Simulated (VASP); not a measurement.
Here is a VASP 6.6.1 calculation.

Contents of INCAR:

```
SYSTEM = TiBr2F
PREC     = Accurate       ! precision mode
ENCUT    = 600            ! plane-wave cutoff, eV
EDIFF    = 1E-7           ! SCF threshold, eV
ISMEAR   = 0              ! smearing method
SIGMA    = 0.1            ! smearing width, eV
LREAL    = .FALSE.        ! projectors in reciprocal space
LASPH    = .TRUE.         ! aspherical terms in the spheres
NELM     = 150            ! most SCF steps
ALGO     = Normal         ! electronic algorithm
ISIF     = 3              ! what is computed and relaxed
LWAVE    = .FALSE.        ! write WAVECAR
LCHARG   = .FALSE.        ! write CHGCAR
ISPIN    = 2              ! spin polarisation
MAGMOM   = 1 0 0 0        ! initial moments
LORBIT   = 11             ! projections on sites
LMAXMIX  = 4              ! l up to which the mixer works
GGA      = PE             ! functional
IBRION   = 2              ! ionic algorithm
NSW      = 90             ! ionic steps
EDIFFG   = -0.04          ! ionic threshold
```

The input KPOINTS:

```
Automatic mesh
0
G
  6 6 4
  0 0 0
```

File POSCAR:

```
TiBr2F
1.0
    4.2293198000      0.0000000000      0.0000000000
   -2.1146599000      3.6626983900      0.0000000000
    0.0000000000      0.0000000000      6.3207423200
Ti Br F
1 2 1
Direct
    0.0000000000      0.0000000000      0.5000000000
    0.3333333300      0.6666666700      0.5000000000
    0.6666666700      0.3333333300      0.5000000000
    0.0000000000      0.0000000000      0.0000000000
```

Potentials or basis: VASP PAW PBE potentials, release 64 (Ti_sv, Br, F).

Run with:

```sh
$ cat potpaw_PBE.64/Ti_sv/POTCAR potpaw_PBE.64/Br/POTCAR potpaw_PBE.64/F/POTCAR > POTCAR
$ mpirun -np 1 vasp_std > vasp.out
```

Question: Predict the band gap on the k mesh.

Answer: Zero (filled and empty bands overlap).

Question: What does it give for the space group after relaxing (to 0.1 Å)?

Answer: P6/mmm (No. 191).

Question: Predict the site moments.

Answer: Ti -0.98; Br +0.05; F +0.02 μB.

Stress tensor (GPa, compression positive):
```
0.03 0.00 0.00
0.00 0.03 0.00
0.00 0.00 0.15
```

Caveat: a cell axis changed by over 15 % at a fixed basis, so the end point is rough; semilocal functionals often make such compounds metallic where correlation or magnetic order opens a gap, which also shifts bond lengths.
